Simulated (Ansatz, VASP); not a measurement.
Si3N4: VASP beside Ansatz

```
CELL_PARAMETERS angstrom
-3.17126 3.17126 3.17126
3.17126 -3.17126 3.17126
3.17126 3.17126 -3.17126
ATOMIC_POSITIONS crystal
Si 0.25000 0.12500 0.87500
Si 0.87500 0.25000 0.12500
Si 0.75000 0.37500 0.62500
Si 0.62500 0.75000 0.37500
Si 0.12500 0.87500 0.25000
Si 0.37500 0.62500 0.75000
N 0.55608 0.55608 0.55608
N 0.44392 0.50000 0.00000
N 0.50000 0.00000 0.94392
N 0.00000 0.44392 0.50000
N 0.94392 0.50000 0.00000
N 0.05608 0.05608 0.05608
N 0.00000 0.94392 0.50000
N 0.50000 0.00000 0.44392
```

Change from the starting cell: volume scaled by 0.94, ions relaxed.

Alike in both runs: functional PBE; k mesh 6 × 6 × 6; occupations fermi-dirac, width 0.02 eV; no spin polarisation.

Ansatz relaxed the structure, and its values are those at the end. VASP's run is a single point on that final structure, the one shown.

|  | VASP | Ansatz |
| --- | --- | --- |
| version | VASP 6.6.1 | Ansatz 0.2.0 |
| potentials or method | VASP PAW PBE potentials, release 64 (Si, N) | plane-wave PAW, scalar-relativistic |
| plane-wave cutoff (eV) | 520 | 420 |
| valence electrons in the cell | 64 | 64 |

```csv
,VASP,Ansatz,Ansatz less VASP
gap on the k mesh at the Fermi level (eV),4.21,4.22,+0.010
pressure (GPa),19.3,19.6,+0.30
rms of the force components (eV/Å),0.004,0.000,-0.0037
```

With one functional, cell and mesh, what is left measures potentials, basis and numerics. Ansatz's warnings: stress scf threshold loose.
